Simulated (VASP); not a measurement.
Set up this calculation in VASP 6.6.1, as the native input.

```yaml
Task: single point
Functional: BLYP
Dispersion: D3(BJ)
Potentials_or_basis: VASP PAW PBE potentials, release 64 (Fe, Al)
Cutoff: 520 eV
k_mesh: 9 × 9 × 9
Occupations: fermi-dirac, width 0.05 eV
Spin: collinear spin, ferromagnetic start
Starting_moments: "[3.0, 0.0] μB"
Dipole_correction: no
Further_INCAR_settings: ALGO = Normal; EDIFF = 1e-06; NBANDS = 16
```

The structure of AlFe lies in POSCAR:

```
AlFe
1.0
    2.8250160527      0.0000000000      0.0000000000
    0.0000000000      2.8250160527      0.0000000000
    0.0000000000      0.0000000000      2.8250160527
Fe Al
1 1
Direct
    0.5000000000      0.5000000000      0.5000000000
    0.0000000000      0.0000000000      0.0000000000
```

The input as run:

INCAR

```
SYSTEM = AlFe
  PREC = Accurate
  ENCUT = 520
  EDIFF = 1E-6
  ISMEAR = -1
  SIGMA = 0.05
  LREAL = .False.
  LASPH = .True.
  NELM = 150
  ALGO = Normal
  ISIF = 2
  LWAVE = .False.
  LCHARG = .False.
  ISPIN = 2
  MAGMOM = 3 0
  LORBIT = 11
  LMAXMIX = 4
  GGA = B5
  ALDAX = 1.0
  AGGAX = 1.0
  AGGAC = 1.0
  ALDAC = 0.0
  IVDW = 12
  VDW_S6 = 1.0
  VDW_S8 = 2.6996
  VDW_A1 = 0.4298
  VDW_A2 = 4.2359
  NBANDS = 16
```

KPOINTS

```
Automatic mesh
0
Gamma
  9 9 9
  0 0 0
```

Potentials or basis: VASP PAW PBE potentials, release 64 (Fe, Al).

Launch:

```bash
$ cat potpaw_PBE.64/Fe/POTCAR potpaw_PBE.64/Al/POTCAR > POTCAR
$ mpirun -np 1 vasp_std > vasp.out
```

Results of the run:

The pressure is 0.5 GPa, the net moment is 0.51 μB per cell and the site moments are Fe +0.54; Al -0.02 μB. The valence electrons inside the program's atomic spheres are Fe 7.58; Al 0.86. The dispersion energy per atom is -0.978 eV.

Caveat: the PAW data sets were made with another functional, which shifts forces and pressure a little.

It took 24 s on 1 thread of Intel(R) Xeon(R) Platinum 8259CL CPU @ 2.50GHz (Skylake/Cascade Lake) (shared host), peak memory 0.17 GiB.
